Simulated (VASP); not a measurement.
# BN in VASP: a series of runs

The runs below take BN through single point, with r2SCAN.

Everything below comes from runs of VASP 6.6.1. Logs are shortened: lines on timing, memory, paths and dates and some standing lists are left out, and cuts for length are marked.

## 1. The cell of the first run

The cell holds layers a few Å apart, 4 atoms: a = 2.536 Å, b = 2.536 Å, c = 5.199 Å, α = 90.00°, β = 90.00°, γ = 120.00°.

## 2. Single point, r2SCAN

POSCAR

```
BN
1.0
    2.5360000000      0.0000000000      0.0000000000
   -1.2680000000      2.1962400000      0.0000000000
    0.0000000000      0.0000000000      5.1990000000
B N
2 2
Direct
    0.6666666667      0.3333333333      0.0000000000
    0.3333333333      0.6666666667      0.4038276592
    0.6666666667      0.3333333333      0.3028707444
    0.3333333333      0.6666666667      0.7066984035
```

INCAR.step1

```
  ALGO = Normal
  EDIFF = 1E-5
  ENCUT = 580
  GGA = PE
  GGA_COMPAT = F
  ISMEAR = 0
  LASPH = T
  LCHARG = F
  LREAL = F
  LWAVE = T
  NBANDS = 16
  NELM = 120
  NELMDL = -8
  PREC = Accurate
  SIGMA = 0.1
```

INCAR.step2

```
  ALGO = Normal
  EDIFF = 1E-6
  ENCUT = 580
  GGA_COMPAT = F
  ISIF = 2
  ISMEAR = 0
  ISTART = 1
  LASPH = T
  LCHARG = F
  LMIXTAU = T
  LREAL = F
  LWAVE = F
  METAGGA = R2SCAN
  NBANDS = 16
  NELM = 120
  PREC = Accurate
  SIGMA = 0.1
```

KPOINTS

```
k-points
0
Gamma
  6 6 3
```

Potentials or basis: VASP PAW PBE potentials, release 64 (B, N).

Command:

```console
> cat potpaw_PBE.64/B/POTCAR potpaw_PBE.64/N/POTCAR > POTCAR
> cp INCAR.step1 INCAR
> mpirun -np 1 vasp_std > vasp.out
> cp INCAR.step2 INCAR
> mpirun -np 1 vasp_std > vasp.out
```

OUTCAR:

```text
EDIFF = 1E-6
   ENCUT = 580
   ISIF = 2
   ISMEAR = 0
   ISTART = 1
   LASPH = T
   LREAL = F
   METAGGA = R2SCAN
   NELM = 120
   PREC = Accurate

 ion  position               nearest neighbor table
   1  0.667  0.333  0.000-   3 1.57
   2  0.333  0.667  0.404-   3 1.56   3 1.56   3 1.56   4 1.57
   3  0.667  0.333  0.303-   2 1.56   2 1.56   2 1.56   1 1.57
   4  0.333  0.667  0.707-   2 1.57

  LATTYP: Found a hexagonal cell.
 ALAT       =     2.5360000000
 C/A-ratio  =     2.0500788644

  Lattice vectors:

 A1 = (   2.5360000000,   0.0000000000,   0.0000000000)
 A2 = (  -1.2680000000,   2.1962400000,   0.0000000000)
 A3 = (   0.0000000000,   0.0000000000,   5.1990000000)

Analysis of symmetry for initial positions (statically):
=====================================================================
 Subroutine PRICEL returns:
 Original cell was already a primitive cell.

 Routine SETGRP: Setting up the symmetry group for a
 hexagonal supercell.

 Subroutine GETGRP returns: Found  6 space group operations
 (whereof  6 operations were pure point group operations)
 out of a pool of 24 trial point group operations.

The static configuration has the point symmetry C_3v.

Analysis of symmetry for dynamics (positions and initial velocities):
=====================================================================
 Subroutine PRICEL returns:
 Original cell was already a primitive cell.

 Routine SETGRP: Setting up the symmetry group for a
 hexagonal supercell.

 Subroutine GETGRP returns: Found  6 space group operations
 (whereof  6 operations were pure point group operations)
 out of a pool of 24 trial point group operations.

The dynamic configuration has the point symmetry C_3v.

 Subroutine INISYM returns: Found  6 space group operations
 (whereof  6 operations are pure point group operations),
 and found     1 'primitive' translations

----------------------------------------------------------------------------------------

                                     Primitive cell

  volume of cell :      28.9567

  direct lattice vectors                    reciprocal lattice vectors
     2.536000000  0.000000000  0.000000000     0.394321767  0.227661822  0.000000000
    -1.268000000  2.196240000  0.000000000     0.000000000  0.455323644  0.000000000
     0.000000000  0.000000000  5.199000000     0.000000000  0.000000000  0.192344682

  length of vectors
     2.536000000  2.535999633  5.199000000     0.455323578  0.455323644  0.192344682

  position of ions in fractional coordinates (direct lattice)
     0.666666667  0.333333333  0.000000000
     0.333333333  0.666666667  0.403827659
     0.666666667  0.333333333  0.302870744
     0.333333333  0.666666667  0.706698403

  ion indices of the primitive-cell ions
   primitive index   ion index
                 1           1
                 2           2
                 3           3
                 4           4

----------------------------------------------------------------------------------------

 KPOINTS: k-points

Automatic generation of k-mesh.
 Grid dimensions read from file:
 generate k-points for:    6    6    3

 Generating k-lattice:

  Cartesian coordinates                     Fractional coordinates (reciprocal lattice)
     0.065720294  0.037943637  0.000000000     0.166666667  0.000000000  0.000000000
     0.000000000  0.075887274  0.000000000     0.000000000  0.166666667  0.000000000
     0.000000000  0.000000000  0.064114894     0.000000000  0.000000000  0.333333333

  Length of vectors
     0.075887263  0.075887274  0.064114894

  Shift w.r.t. Gamma in fractional coordinates (k-lattice)
     0.000000000  0.000000000  0.000000000

 Subroutine IBZKPT returns following result:
 ===========================================

 Found     17 irreducible k-points:

 Following reciprocal coordinates:
            Coordinates               Weight
  0.000000  0.000000  0.000000      1.000000
  0.166667  0.000000  0.000000      6.000000
  0.333333  0.000000  0.000000      6.000000
  0.500000  0.000000  0.000000      3.000000
  0.166667  0.166667  0.000000      6.000000
  0.333333  0.166667  0.000000     12.000000
[... 9 lines left out ...]
 -0.166667  0.500000  0.333333     12.000000
  0.333333  0.333333  0.333333      4.000000
   k-points           NKPTS =     17   k-points in BZ     NKDIM =     17   number of bands    NBANDS=     16
   number of dos      NEDOS =    301   number of ions     NIONS =      4
   total plane-waves  NPLWV =  16800
   dimension x,y,z NGX =    20 NGY =   20 NGZ =   42
   dimension x,y,z NGXF=    40 NGYF=   40 NGZF=   84
   ions per type =               2   2
   NGX,Y,Z   is equivalent  to a cutoff of  13.11, 13.11, 13.43 a.u.
   NGXF,Y,Z  is equivalent  to a cutoff of  26.22, 26.22, 26.86 a.u.
 SYSTEM =  unknown system
   PREC   = accura    normal or accurate (medium, high low for compatibility)
   ISTART =      1    job   : 0-new  1-cont  2-samecut
   ICHARG =      0    charge: 1-file 2-atom 10-const
   ISPIN  =      1    spin polarized calculation?
   LNONCOLLINEAR =      F non collinear calculations
   LSORBIT =      F    spin-orbit coupling
   LASPH  =      T    aspherical Exc in radial PAW
   ENCUT  =  580.0 eV  42.63 Ry    6.53 a.u.   4.98  4.98 10.21*2*pi/ulx,y,z
   NELM   =    120;   NELMIN=  2; NELMDL=  0     # of ELM steps
   EDIFF  = 0.1E-05   stopping-criterion for ELM
   LREAL  =      F    real-space projection
[... 7 lines left out ...]
   TEBEG  =    0.0;   TEEND  =   0.0 temperature during run
   PSTRESS=    0.0 pullay stress
   NELECT =      16.0000    total number of electrons
   NUPDOWN=      -1.0000    fix difference up-down
   EMIN   =  10.00;   EMAX   =-10.00  energy-range for DOS
   EFERMI =   0.00;   METHOD = LEGACY
   ISMEAR =     0;   SIGMA  =   0.10  broadening in eV -4-tet -1-fermi 0-gaus
   EFERMI_NEDOS =   21; number of points for ismear=-14 and -15
   IALGO  =     38    algorithm
   IMIX   =      4    mixing-type and parameters
     AMIX     =   0.40;   BMIX     =  1.00
     AMIX_MAG =   1.60;   BMIX_MAG =  1.00
  volume/ion in A,a.u.               =       7.24        48.85
  Fermi-wavevector in a.u.,A,eV,Ry     =   1.343379  2.538618 24.553985  1.804667
  Thomas-Fermi vector in A             =   2.471458
   LORBIT       =      0    0 simple, 1 ext, 2 COOP (PROOUT), +10 PAW based schemes
   METAGGA = R2SCAN    functional components
   LHFCALC =     F    Hartree Fock is set to
   AEXX    =    0.0000 exact exchange contribution
   IVDW    =     0    specifies the selected vdW correction
   LEPSILON=     F    determine dielectric tensor
   LRPA    =     F    only Hartree local field effects (RPA)
 non-spin polarized calculation
 Gauss-broadening in eV      SIGMA  =   0.10
  energy-cutoff  :      580.00
  volume of cell :       28.96
 maximum number of plane-waves:       927
   NGX =  9   NGY =  9   NGZ = 21

 number of electron      16.0000001 magnetization

 Free energy of the ion-electron system (eV)
  ---------------------------------------------------
  ext. energy  EPLUGINS =         0.00000000
  ---------------------------------------------------
  free energy    TOTEN  =       -30.07411035 eV

  energy without entropy =      -30.06260927  energy(sigma->0) =      -30.06835981

 E-fermi :   7.1296     XC(G=0): -12.8366

 val. band max:        7.0834340897   @ k =   0.0000   0.3333   0.3333
 cond. band min:       7.1327292227   @ k =   0.3333   0.1667   0.0000
 fundamental gap:      0.0492951330
 Fermi energy:         7.1296350050

 k-point     1 :       0.0000    0.0000    0.0000
  band No.  band energies     occupation
      1     -15.7265      2.00000
      2     -10.5662      2.00000
      3      -6.1805      2.00000
      4       1.7746      2.00000
      5       3.0195      2.00000
      6       3.0195      2.00000
[... 8 lines left out ...]
     15      17.5637      0.00000
     16      20.0285      0.00000

 k-point     2 :       0.1667    0.0000    0.0000
  band No.  band energies     occupation
      1     -15.1366      2.00000
      2     -10.0351      2.00000
      3      -5.5285      2.00000
      4       0.6283      2.00000
      5       1.7752      2.00000
      6       2.1748      2.00000
[... 8 lines left out ...]
     15      18.1979      0.00000
     16      19.7515      0.00000

 k-point     3 :       0.3333    0.0000    0.0000
  band No.  band energies     occupation
      1     -13.5449      2.00000
      2      -8.7781      2.00000
      3      -3.7477      2.00000
      4      -3.2019      2.00000
      5       0.8716      2.00000
      6       0.9735      2.00000
[... 8 lines left out ...]
     15      20.2553      0.00000
     16      20.3497      0.00000

 k-point     4 :       0.5000    0.0000    0.0000
  band No.  band energies     occupation
      1     -12.2344      2.00000
      2      -8.2705      2.00000
      3      -5.0225      2.00000
      4      -1.9157      2.00000
      5       0.3360      2.00000
      6       0.3547      2.00000
[... 8 lines left out ...]
     15      20.5268      0.00000
     16      21.1687      0.00000
[... 191 lines left out ...]
 k-point    15 :       0.3333    0.1667    0.3333
  band No.  band energies     occupation
      1     -12.3395      2.00000
      2      -8.1603      2.00000
      3      -4.5591      2.00000
      4      -2.0437      2.00000
      5      -1.1244      2.00000
      6       0.9640      2.00000
[... 8 lines left out ...]
     15      20.1226      0.00000
     16      20.8875      0.00000

 k-point    16 :      -0.1667    0.5000    0.3333
  band No.  band energies     occupation
      1     -12.3387      2.00000
      2      -8.1692      2.00000
      3      -4.5553      2.00000
      4      -1.8402      2.00000
      5      -1.2217      2.00000
      6       0.5528      2.00000
[... 8 lines left out ...]
     15      19.9725      0.00000
     16      21.0497      0.00000

 k-point    17 :       0.3333    0.3333    0.3333
  band No.  band energies     occupation
      1     -11.6146      2.00000
      2      -7.7026      2.00000
      3      -3.8819      2.00000
      4      -3.6676      2.00000
      5      -1.5534      2.00000
      6       1.8636      2.00000
[... 8 lines left out ...]
     15      20.6943      0.00000
     16      21.7360      0.00000

------------------------ aborting loop because EDIFF is reached ----------------------------------------

  FORCE on cell =-STRESS in cart. coord.  units (eV):
  Direction    XX          YY          ZZ          XY          YZ          ZX
  --------------------------------------------------------------------------------------
  -------------------------------------------------------------------------------------
  Total        1.1948148      1.1948144    -14.1147309      0.0000000     -0.0000000      0.0000000
  in kB       66.1092633     66.1092377   -780.9699471      0.0000000     -0.0000000      0.0000000
  external PRESSURE =    -216.2504821 kB  Pullay stress =       0.0000000 kB

 VOLUME and BASIS-vectors are now :
 -----------------------------------------------------------------------------
  energy-cutoff  :      580.00
  volume of cell :       28.96
      direct lattice vectors                 reciprocal lattice vectors
     2.536000000  0.000000000  0.000000000     0.394321767  0.227661822  0.000000000
    -1.268000000  2.196240000  0.000000000     0.000000000  0.455323644  0.000000000
     0.000000000  0.000000000  5.199000000     0.000000000  0.000000000  0.192344682

 POSITION                                       TOTAL-FORCE (eV/Angst)
 -----------------------------------------------------------------------------------
      1.26800      0.73208      0.00000        -0.000000     -0.000000     -4.585496
     -0.00000      1.46416      2.09950         0.000000      0.000000      1.710881
      1.26800      0.73208      1.57463        -0.000000      0.000000     -1.440564
     -0.00000      1.46416      3.67412         0.000000      0.000000      4.315179
 -----------------------------------------------------------------------------------
    total drift:                               -0.000000      0.000007      0.000008

  FREE ENERGIE OF THE ION-ELECTRON SYSTEM (eV)
  ---------------------------------------------------
  free  energy   TOTEN  =       -30.0741103519 eV

  energy  without entropy=      -30.0626092669  energy(sigma->0) =      -30.06835981
```

Run time: 23 s. Hardware: 1 thread of Intel Xeon 6975P-C (Granite Rapids), shared host; peak memory 0.14 GiB.

What came out:

* Free energy: -30.0741 eV
* Largest force: 4.585 eV/Å
* Band gap on the k mesh: zero (bands 8 and 9 overlap by 2.14 eV)

Forces in eV/Å, atoms in the order of the input:
```
B    0.000  0.000 -4.585
B    0.000  0.000  1.711
N    0.000  0.000 -1.441
N    0.000  0.000  4.315
```

Caveat: the k points lie up to 0.48 Å⁻¹ apart, too coarse for converged energies and pressures of a metal; the PAW data sets were made with another functional, which shifts forces and pressure a little.

## 3. Single point, r2SCAN

This run uses another cell than the first one, of 8.63 Å³/atom.

POSCAR

```
BN
1.0
    2.5360000000      0.0000000000      0.0000000000
   -1.2680000000      2.1962400000      0.0000000000
    0.0000000000      0.0000000000      6.1990000000
B N
2 2
Direct
    0.6666666667      0.3333333333      0.0000000000
    0.3333333333      0.6666666667      0.3386836587
    0.6666666667      0.3333333333      0.2540127440
    0.3333333333      0.6666666667      0.5926964026
```

INCAR.step1

```
SYSTEM = BN
PREC = Accurate
ENCUT = 580
ISMEAR = 0
SIGMA = 0.1
LREAL = .False.
LASPH = .True.
NELM = 120
NBANDS = 16
GGA = PE
ALGO = Normal
EDIFF = 1E-5
LWAVE = .True.
LCHARG = .False.
GGA_COMPAT = .False.
NELMDL = -8
```

INCAR.step2

```
SYSTEM = BN
PREC = Accurate
ENCUT = 580
EDIFF = 1E-6
ISMEAR = 0
SIGMA = 0.1
LREAL = .False.
LASPH = .True.
NELM = 120
ALGO = Normal
ISIF = 2
LWAVE = .False.
LCHARG = .False.
METAGGA = R2SCAN
LMIXTAU = .True.
NBANDS = 16
ISTART = 1
GGA_COMPAT = .False.
```

KPOINTS

```
regular mesh
0
Gamma
  6 6 3
  0 0 0
```

Potentials or basis: VASP PAW PBE potentials, release 64 (B, N).

Command:

```console
> cat potpaw_PBE.64/B/POTCAR potpaw_PBE.64/N/POTCAR > POTCAR
> cp INCAR.step1 INCAR
> mpirun -np 1 vasp_std > vasp.out
> cp INCAR.step2 INCAR
> mpirun -np 1 vasp_std > vasp.out
```

Run time: 27 s. Hardware: 1 thread of Intel Xeon 6975P-C (Granite Rapids), shared host; peak memory 0.15 GiB.

The run converged. Its results:

```
Free energy            : -29.4466 eV
Largest force          : 1.908 eV/Å
Band gap on the k mesh : zero (bands 8 and 9 overlap by 2.55 eV)
```

Forces in eV/Å, atoms in the order of the input:
```
B    0.000  0.000  1.582
B    0.000  0.000  1.438
N    0.000  0.000 -1.908
N    0.000  0.000 -1.113
```

Levels at points of the mesh, in eV from the Fermi level:
| k point | band 4 | band 5 | band 6 | band 7 | band 8 | band 9 | band 10 | band 11 | band 12 | band 13 |
| --- | --- | --- | --- | --- | --- | --- | --- | --- | --- | --- |
| (0.00, 0.00, 0.00) | -4.53 | -3.52 | -2.48 | -2.48 | 2.27 | 2.27 | 8.59 | 8.83 | 8.83 | 9.48 |
| (0.50, 0.00, 0.00) | -7.48 | -5.18 | -4.01 | -3.41 | -1.02 | 0.31 | 1.13 | 6.31 | 7.04 | 10.50 |

Caveat: the k points lie up to 0.48 Å⁻¹ apart, too coarse for converged energies and pressures of a metal; the PAW data sets were made with another functional, which shifts forces and pressure a little.

## 4. Single point, r2SCAN

This run uses another cell than the first one, of 10.02 Å³/atom.

POSCAR

```
BN
1.0
    2.5360000000      0.0000000000      0.0000000000
   -1.2680000000      2.1962400000      0.0000000000
    0.0000000000      0.0000000000      7.1990000000
B N
2 2
Direct
    0.6666666667      0.3333333333      0.0000000000
    0.3333333333      0.6666666667      0.2916377275
    0.6666666667      0.3333333333      0.2187282956
    0.3333333333      0.6666666667      0.5103660231
```

INCAR.step1

```
SYSTEM = BN
PREC = Accurate ; ENCUT = 580
ISMEAR = 0 ; SIGMA = 0.1
LREAL = .False. ; LASPH = .True.
NELM = 120 ; NBANDS = 16
GGA = PE ; ALGO = Normal
EDIFF = 1E-5 ; LWAVE = .True.
LCHARG = .False. ; GGA_COMPAT = .False.
NELMDL = -8
```

INCAR.step2

```
SYSTEM = BN
PREC = Accurate ; ENCUT = 580
EDIFF = 1E-6 ; ISMEAR = 0
SIGMA = 0.1 ; LREAL = .False.
LASPH = .True. ; NELM = 120
ALGO = Normal ; ISIF = 2
LWAVE = .False. ; LCHARG = .True.
METAGGA = R2SCAN ; LMIXTAU = .True.
LELF = .True. ; LVHAR = .True.
NBANDS = 16 ; ISTART = 1
GGA_COMPAT = .False.
```

KPOINTS is that of step 3.

Command:

```console
> cat potpaw_PBE.64/B/POTCAR potpaw_PBE.64/N/POTCAR > POTCAR
> cp INCAR.step1 INCAR
> mpirun -np 1 vasp_std > vasp.out
> cp INCAR.step2 INCAR
> mpirun -np 1 vasp_std > vasp.out
```

Run time: 28 s. Hardware: 1 thread of Intel Xeon 6975P-C (Granite Rapids), shared host; peak memory 0.16 GiB.

The run converged. Its results:

- Free energy: -29.4511 eV
- Largest force: 2.023 eV/Å
- Band gap on the k mesh: zero (bands 8 and 9 overlap by 2.30 eV)

Forces on the atoms (eV/Å):
```
B    0.000  0.000  1.400
B    0.000  0.000  1.330
N    0.000  0.000 -2.023
N    0.000  0.000 -0.707
```

Levels at points of the mesh, in eV from the Fermi level:
```
           k point  band 6  band 7  band 8  band 9  band 10  band 11
(0.00, 0.00, 0.00)   -2.55   -2.55    2.24    2.24     6.96     8.89
(0.50, 0.00, 0.00)   -3.66   -2.88   -1.49   -0.02     1.10     6.42
```

Caveat: the k points lie up to 0.48 Å⁻¹ apart, too coarse for converged energies and pressures of a metal; the PAW data sets were made with another functional, which shifts forces and pressure a little.

(Part 1 of 2 ends here.)
